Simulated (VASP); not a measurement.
The system is WS2, a slab with vacuum.

```
W S
1.0
     3.18928   -0.02454    0.00944
    -1.61589    2.75431   -0.00255
     0.08466    0.02253   28.53500
W S
3 6
Direct
  0.68497 0.35564 0.66233
  0.29632 0.66236 0.88309
  0.33993 0.67304 0.43741
  0.63277 0.24883 0.94057
  0.70967 0.38451 0.49208
  0.38615 0.68280 0.71217
  0.61910 0.31981 0.83102
  0.68044 0.32750 0.38194
  0.36687 0.70758 0.60781
```

Base run:

- Program: VASP 6.6.1
- Functional: PBEsol
- Potentials or basis: VASP PAW PBE potentials, release 64 (W_sv, S)
- Cutoff: 520 eV
- k mesh: 8 × 8 × 1
- Occupations: gaussian, width 0.02 eV
- Spin: no spin polarisation

Its results: band gap on the k mesh 1.00 eV (least direct gap 1.18 eV); largest force 3.523 eV/Å.

Problem. The run is repeated on the same cell with these changes: k mesh from 8 × 8 × 1 to 4 × 4 × 1. What comes out?

Solution. Band gap on the k mesh 1.19 eV; largest force 3.517 eV/Å.

Caveats: some runs use coarse meshes; the PAW data sets were made with another functional, which shifts forces and pressure a little; spin-orbit coupling is left out, which moves the levels of the heavy elements.

A k mesh can miss the band edges.
